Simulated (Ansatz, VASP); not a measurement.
# Si3N2 in VASP and in Ansatz

```
Si N
1.0
     5.67687   -2.64970    0.00000
     5.67687    2.64970    0.00000
     0.00000    0.00000    4.66991
Si N
6 4
Direct
  0.64662 0.99091 0.27897
  0.00909 0.35338 0.27897
  0.99091 0.64662 0.77897
  0.35338 0.00909 0.77897
  0.38658 0.61342 0.70800
  0.61342 0.38658 0.20800
  0.33731 0.07543 0.14353
  0.92457 0.66269 0.14353
  0.07543 0.33731 0.64353
  0.66269 0.92457 0.64353
```

Alike in both runs: functional PBE; k mesh 6 × 6 × 6; no spin polarisation.

Ansatz relaxed the structure, and its values are those at the end. VASP's run is a single point on that final structure, the one shown.

|  | VASP | Ansatz |
| --- | --- | --- |
| version | VASP 6.6.1 | Ansatz 0.2.0 |
| potentials or method | VASP PAW PBE potentials, release 64 (Si, N), cutoff 520 eV | scalar-relativistic, plane waves, PAW |
| occupations | gaussian, width 0.01 eV | fixed |
| valence electrons in the cell | 44 | 44 |

|  | VASP | Ansatz | Ansatz less VASP |
| --- | --- | --- | --- |
| gap on the k mesh at the Fermi level (eV) | 1.16 | 1.17 | +0.004 |
| least direct gap on the mesh (eV) | 1.29 | 1.29 | +0.003 |
| pressure (GPa) | -0.2 | 0.0 | +0.16 |
| rms of the force components (eV/Å) | 0.005 | 0.000 | -0.0045 |
